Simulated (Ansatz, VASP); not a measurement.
## One calculation of Cr, two programs

INCAR

```
ALGO = Normal
EDIFF = 1E-6
ENCUT = 520
GGA = PS
ISIF = 2
ISMEAR = -1
LASPH = True
LCHARG = False
LREAL = False
LWAVE = False
NBANDS = 25
NELM = 100
PREC = Accurate
SIGMA = 0.1
```

KPOINTS

```
k-points
0
Gamma
  10 10 16
```

Contents of POSCAR:

```
Cr
1.0
    4.2400293606      0.0000000000      0.0000000000
   -2.1200146803      3.6719731391      0.0000000000
    0.0000000000      0.0000000000      2.2887016207
Cr
3
Direct
    0.0000000000      1.0000000000      0.0000000000
    0.3333333333      0.6666666667      0.5000000000
    0.6666666667      0.3333333333      0.5000000000
```

Input for Ansatz:

```yaml
crystal:
  lattice:
    - [4.2400293606, 0.0, 0.0]
    - [-2.1200146803, 3.6719731391, 0.0]
    - [0.0, 0.0, 2.2887016207]
  atoms:
    - { symbol: Cr, position: [0.0, 1.0, 0.0] }
    - { symbol: Cr, position: [0.3333333333, 0.6666666667, 0.5] }
    - { symbol: Cr, position: [0.6666666667, 0.3333333333, 0.5] }
hamiltonian:
  xc: pbesol
  pseudopotentials:
    kind: paw
    azcp:
      Cr: "pseudopotentials/Cr.paw.azcp"
basis:
  ecutwfc: 420
  fft_grid_basis: typed
kpoints:
  mp_grid: { grid: [10, 10, 16], shift: [0, 0, 0] }
magnetization:
  spin_polarized: false
scf:
  occupations: { method: fermi_dirac, width: 0.1 }
  lower_state_search: "off"
output:
  stress: true
```

Alike in both runs: task single point; functional PBEsol; k mesh 10 × 10 × 16; occupations fermi-dirac, width 0.1 eV; no spin polarisation.

```csv
,VASP,Ansatz
version,VASP 6.6.1,Ansatz 0.2.0
potentials or method,"VASP PAW PBE potentials, release 64 (Cr_pv), cutoff 520 eV","plane waves (420 eV) with PAW, scalar-relativistic"
valence electrons in the cell,36,42
```

Ansatz gave:

| Property | Result |
| --- | --- |
| pressure (GPa) | -9.3 |
| traceless stress, the component that is largest in VASP (GPa) | -0.01 |

Q: Which values does VASP return?

A: Pressure (GPa): -9.6; traceless stress, the component that is largest in VASP (GPa): -0.07.

VASP's potentials were made for PBE, not for PBEsol, and Ansatz warns of the same on its side. With one functional, cell and mesh, what is left measures potentials, basis and numerics. VASP's potentials hold 36 valence electrons a cell and Ansatz's 42, so a difference there can come from the potentials and not from the codes.
